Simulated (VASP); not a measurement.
# Sr2Ti3O8 in VASP: further runs, part 2 of 2

VASP 6.6.1. Earlier steps stand in the parts before.

## 3. Single point, PBEsol

INCAR reads:

```
SYSTEM = Sr2Ti3O8
  PREC = Accurate
  ENCUT = 520
  EDIFF = 1E-6
  ISMEAR = 0
  SIGMA = 0.05
  LREAL = Auto
  LASPH = .True.
  NELM = 80
  ALGO = Normal
  ISIF = 2
  LWAVE = .False.
  LCHARG = .True.
  LDIPOL = .True.
  IDIPOL = 3
  DIPOL = 0.5 0.5 0.500
  GGA = PS
  LELF = .True.
  LVHAR = .True.
  LVACPOTAV = .True.
  NBANDS = 123
```

KPOINTS reads:

```
Automatic mesh
0
Gamma
  2 2 1
  0 0 0
```

POSCAR reads:

```
Sr2Ti3O8
1.0
    5.5043380451      0.0000000000      0.0000000000
    0.0344432879      5.5042302799      0.0000000000
    0.0000000000      0.0000000000     23.1424098445
O Ti Sr
16 6 4
Direct
    0.7500000000      0.2500000000      0.3240803378
    0.2500000000      0.2500000000      0.3323442488
    0.7500000000      0.7500000000      0.3323442488
    0.2500000000      0.7500000000      0.3406081599
    0.5246454743      0.4753545257      0.4161721244
    0.9753545257      0.0246454743      0.4161721244
    0.2500000000      0.7500000000      0.4917360890
    0.7500000000      0.7500000000      0.5000000000
    0.2500000000      0.2500000000      0.5000000000
    0.7500000000      0.2500000000      0.5082639110
    0.0246454743      0.9753545257      0.5838278756
    0.4753545257      0.5246454743      0.5838278756
    0.7500000000      0.2500000000      0.6593918401
    0.2500000000      0.2500000000      0.6676557512
    0.7500000000      0.7500000000      0.6676557512
    0.2500000000      0.7500000000      0.6759196622
    0.5000000000      0.5000000000      0.3323442488
    0.0000000000      0.0000000000      0.3323442488
    0.0000000000      0.0000000000      0.5000000000
    0.5000000000      0.5000000000      0.5000000000
    0.5000000000      0.5000000000      0.6676557512
    0.0000000000      0.0000000000      0.6676557512
    0.0000000000      0.5000000000      0.4161721244
    0.5000000000      0.0000000000      0.4161721244
    0.5000000000      0.0000000000      0.5838278756
    0.0000000000      0.5000000000      0.5838278756
```

Potentials or basis: VASP PAW PBE potentials, release 64 (O, Ti_sv, Sr_sv).

Command:

```bash
> cat potpaw_PBE.64/O/POTCAR potpaw_PBE.64/Ti_sv/POTCAR potpaw_PBE.64/Sr_sv/POTCAR > POTCAR
> mpirun -np 1 vasp_std > vasp.out
```

OUTCAR:

```text
SYSTEM = Sr2Ti3O8
   PREC = Accurate
   ENCUT = 520
   EDIFF = 1E-6
   ISMEAR = 0
   LREAL = Auto
   LASPH = .True.
   NELM = 80
   ISIF = 2
   GGA = PS

 ion  position               nearest neighbor table
   1  0.750  0.250  0.324-  17 1.95  18 1.95  23 2.89  24 2.89
   2  0.250  0.250  0.332-  17 1.95  18 1.95  23 2.74  24 2.74
   3  0.750  0.750  0.332-  17 1.95  18 1.95  23 2.74  24 2.74
   4  0.250  0.750  0.341-  17 1.95  18 1.95  23 2.62  24 2.62
   5  0.525  0.475  0.416-  17 1.95  20 1.95  24 2.62  23 2.62  24 2.89  23 2.89
   6  0.975  0.025  0.416-  18 1.95  19 1.95  23 2.62  24 2.62  23 2.89  24 2.89
   7  0.250  0.750  0.492-  19 1.95  20 1.95  23 2.62  24 2.62  25 2.89  26 2.89
   8  0.750  0.750  0.500-  19 1.95  20 1.95  23 2.74  24 2.74  25 2.74  26 2.74
   9  0.250  0.250  0.500-  19 1.95  20 1.95  23 2.74  24 2.74  25 2.74  26 2.74
  10  0.750  0.250  0.508-  19 1.95  20 1.95  25 2.62  26 2.62  23 2.89  24 2.89
  11  0.025  0.975  0.584-  19 1.95  22 1.95  26 2.62  25 2.62  26 2.89  25 2.89
  12  0.475  0.525  0.584-  20 1.95  21 1.95  25 2.62  26 2.62  25 2.89  26 2.89
  13  0.750  0.250  0.659-  21 1.95  22 1.95  25 2.62  26 2.62
  14  0.250  0.250  0.668-  21 1.95  22 1.95  25 2.74  26 2.74
  15  0.750  0.750  0.668-  21 1.95  22 1.95  25 2.74  26 2.74
  16  0.250  0.750  0.676-  21 1.95  22 1.95  25 2.89  26 2.89
  17  0.500  0.500  0.332-   1 1.95   4 1.95   5 1.95   2 1.95   3 1.95  24 3.37  24 3.37  23 3.37
                            23 3.37
  18  0.000  0.000  0.332-   1 1.95   4 1.95   6 1.95   2 1.95   3 1.95  23 3.37  23 3.37  24 3.37
                            24 3.37
  19  0.000  0.000  0.500-   7 1.95  10 1.95   6 1.95  11 1.95   8 1.95   9 1.95  23 3.37  26 3.37
                            23 3.37  26 3.37  25 3.37  24 3.37  24 3.37  25 3.37
  20  0.500  0.500  0.500-   7 1.95  10 1.95   5 1.95  12 1.95   8 1.95   9 1.95  24 3.37  25 3.37
                            24 3.37  25 3.37  23 3.37  26 3.37  23 3.37  26 3.37
  21  0.500  0.500  0.668-  16 1.95  13 1.95  12 1.95  15 1.95  14 1.95  25 3.37  25 3.37  26 3.37
                            26 3.37
  22  0.000  0.000  0.668-  16 1.95  13 1.95  11 1.95  15 1.95  14 1.95  26 3.37  26 3.37  25 3.37
                            25 3.37
  23  0.000  0.500  0.416-   4 2.62   6 2.62   5 2.62   7 2.62   2 2.74   3 2.74   8 2.74   9 2.74
                             6 2.89   5 2.89   1 2.89  10 2.89  18 3.37  19 3.37  18 3.37  19 3.37
  24  0.500  0.000  0.416-   4 2.62   5 2.62   6 2.62   7 2.62   2 2.74   3 2.74   8 2.74   9 2.74
                             5 2.89   6 2.89   1 2.89  10 2.89  17 3.37  17 3.37  20 3.37  20 3.37
[... 212 lines left out ...]

 Free energy of the ion-electron system (eV)
  ---------------------------------------------------
  ext. energy  EPLUGINS =         0.00000000
  ---------------------------------------------------
  free energy    TOTEN  =      -219.07611641 eV

  energy without entropy =     -219.07611641  energy(sigma->0) =     -219.07611641

 E-fermi :  -0.4183     XC(G=0):  -5.5225

 val. band max:       -0.6636734957   @ k =   0.0000   0.0000   0.0000
 cond. band min:       0.2638562097   @ k =   0.0000   0.0000   0.0000
 fundamental gap:      0.9275297054
 Fermi energy:        -0.4182523140

 k-point     1 :       0.0000    0.0000    0.0000
  band No.  band energies     occupation
      1     -57.8797      2.00000
      2     -57.8764      2.00000
      3     -57.8234      2.00000
      4     -57.8234      2.00000
      5     -57.8203      2.00000
      6     -57.8203      2.00000
[... 346 lines left out ...]
    115       2.1947      0.00000
    116       2.1986      0.00000
 [bands above 116 left out]

------------------------ aborting loop because EDIFF is reached ----------------------------------------

  FORCE on cell =-STRESS in cart. coord.  units (eV):
  Direction    XX          YY          ZZ          XY          YZ          ZX
  --------------------------------------------------------------------------------------
  -------------------------------------------------------------------------------------
  Total      -12.1332045    -12.1330610    -11.1036297     -0.0114660      0.0000000      0.0000000
  in kB      -27.7252727    -27.7249448    -25.3726178     -0.0262006      0.0000000      0.0000000
  external PRESSURE =     -26.9409451 kB  Pullay stress =       0.0000000 kB

 VOLUME and BASIS-vectors are now :
 -----------------------------------------------------------------------------
  energy-cutoff  :      520.00
  volume of cell :      701.15
      direct lattice vectors                 reciprocal lattice vectors
     5.504338045  0.000000000  0.000000000     0.181674888 -0.001136849  0.000000000
     0.034443288  5.504230280  0.000000000     0.000000000  0.181678445  0.000000000
     0.000000000  0.000000000 23.142409845     0.000000000  0.000000000  0.043210712

 POSITION                                       TOTAL-FORCE (eV/Angst)
 -----------------------------------------------------------------------------------
      4.13686      1.37606      7.50000        -0.000000      0.000000     -0.206211
      1.38470      1.37606      7.69125        -0.000000      0.000000     -0.245825
      4.15409      4.12817      7.69125        -0.000000      0.000000     -0.245825
      1.40192      4.12817      7.88249        -0.000000      0.000000     -0.460222
      2.90420      2.61646      9.63123        -0.067502      0.067926     -0.775604
      5.36953      0.13565      9.63123         0.067502     -0.067926     -0.775604
[... 18 lines left out ...]
      2.75217      0.00000     13.51118        -0.000959     -0.000953      0.709259
      0.01722      2.75212     13.51118         0.000959      0.000953      0.709259
 -----------------------------------------------------------------------------------
    total drift:                                0.000000      0.000000     -0.000000

  FREE ENERGIE OF THE ION-ELECTRON SYSTEM (eV)
  ---------------------------------------------------
  free  energy   TOTEN  =      -219.0761164112 eV

  energy  without entropy=     -219.0761164112  energy(sigma->0) =     -219.07611641

 vacuum level on the upper side and lower side of the slab         4.075         4.075
```

stdout:

```text
POSCAR found type information on POSCAR O TiSr
 POSCAR found :  3 types and      26 ions
 scaLAPACK will be used
 -----------------------------------------------------------------------------
|                                                                             |
[... 23 lines left out ...]
|     field-free region was found. Please increase the size of  your cell     |
|     in the dimension of the dipole correction to obtain accurate            |
|     workfunction values.                                                    |
|                                                                             |
 -----------------------------------------------------------------------------
```

It took 17 min on 1 thread of Intel Xeon Platinum 8259CL at 2.50GHz (Skylake/Cascade Lake), shared host; peak memory 0.73 GiB.

What came out:

```yaml
Free_energy: -219.0761 eV
Largest_force: 2.196 eV/Å
Band_gap_on_the_k_mesh: 0.93 eV
```

Forces in eV/Å, atoms in the order of the input:
```
O    0.000  0.000 -0.206
O    0.000  0.000 -0.246
O    0.000  0.000 -0.246
O    0.000  0.000 -0.460
O   -0.068  0.068 -0.776
O    0.068 -0.068 -0.776
O    0.000  0.000  0.012
O    0.000  0.000  0.000
O    0.000  0.000  0.000
O    0.000  0.000 -0.012
O   -0.068  0.068  0.776
O    0.068 -0.068  0.776
O    0.000  0.000  0.460
O    0.000  0.000  0.246
O    0.000  0.000  0.246
O    0.000  0.000  0.206
Ti   0.611 -0.615  2.017
Ti  -0.611  0.615  2.017
Ti   0.000  0.000  0.000
Ti   0.000  0.000  0.000
Ti  -0.611  0.615 -2.017
Ti   0.611 -0.615 -2.017
Sr  -0.001 -0.001 -0.709
Sr   0.001  0.001 -0.709
Sr  -0.001 -0.001  0.709
Sr   0.001  0.001  0.709
```

Caveat: the k points lie up to 0.57 Å⁻¹ apart; the PAW data sets were made with another functional, which shifts forces and pressure a little.
